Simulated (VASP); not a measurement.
A run of VASP 6.6.1 is set up as follows.

File INCAR:

```
PREC = Accurate
ENCUT = 520
EDIFF = 1E-7
ISMEAR = -1
SIGMA = 0.1
LREAL = False
LASPH = True
NELM = 150
ALGO = Normal
ISIF = 2
LWAVE = False
LCHARG = False
ISPIN = 2
MAGMOM = 0.72 0.64
LORBIT = 11
NUPDOWN = 1.5
LMAXMIX = 4
NBANDS = 22
```

KPOINTS

```
regular mesh
0
Gamma
  5 5 5
```

The input POSCAR:

```
TiNi
1.0
    2.9880660000      0.0000000000      0.0000000000
    0.0000000000      2.9880660000      0.0000000000
    0.0000000000      0.0000000000      2.9880660000
Ti Ni
1 1
Direct
    0.5000000000      0.5000000000      0.5000000000
    0.0000000000      0.0000000000      0.0000000000
```

Potentials or basis: VASP PAW LDA potentials, release 64 (Ti_sv, Ni).

Launch:

```console
$ cat potpaw_LDA.64/Ti_sv/POTCAR potpaw_LDA.64/Ni/POTCAR > POTCAR
$ mpirun -np 1 vasp_std > vasp.out
```

Question: What does it give for the pressure?

Answer: -6.5 GPa.

Caveat: the k points lie up to 0.42 Å⁻¹ apart; the total moment is fixed, so each spin has its own Fermi level.
